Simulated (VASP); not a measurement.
Runs of VASP 6.6.1 on Bi. The structure is that of space group Im-3m (No. 229), or close to it. The cells are those of the table. 

| task | cell | k mesh | gap on the mesh (eV) | pressure (GPa) |
| --- | --- | --- | --- | --- |
| single point | a = 5.424 Å, angles 109.5°, 3 atoms | 6 × 6 × 6 | none | (a) |
| relaxation of cell and atoms | relaxed from a = 5.424 Å, angles 109.5°, 3 atoms | 10 × 10 × 10 | none | 0.0 |
| relaxation of cell and atoms | relaxed from a = 4.378 Å, angles 109.5°, 3 atoms | 6 × 6 × 6 | none | -0.1 |
| single point | a = 4.378 Å, angles 109.5°, 3 atoms | 6 × 6 × 6 | none | 98.9 |
| single point | a = 5.428 Å, angles 109.5°, 3 atoms | 10 × 10 × 10 | none | -0.1 |

Alike in all rows: level PBE; potentials or basis VASP PAW PBE potentials, release 64 (Bi_d); no spin polarisation; cutoff (eV) 500; smearing gaussian 0.1 eV.

Task: Fill in the values left out.

Result: (a) -0.2.

Caveats: spin-orbit coupling is left out, which moves the levels of the heavy elements; the relaxation stopped at its first step, so nothing moved (some runs).

A k mesh can miss the band edges, and the runs leave out spin-orbit coupling on Bi.

A gap of «none» marks levels without a gap at the run's occupations.
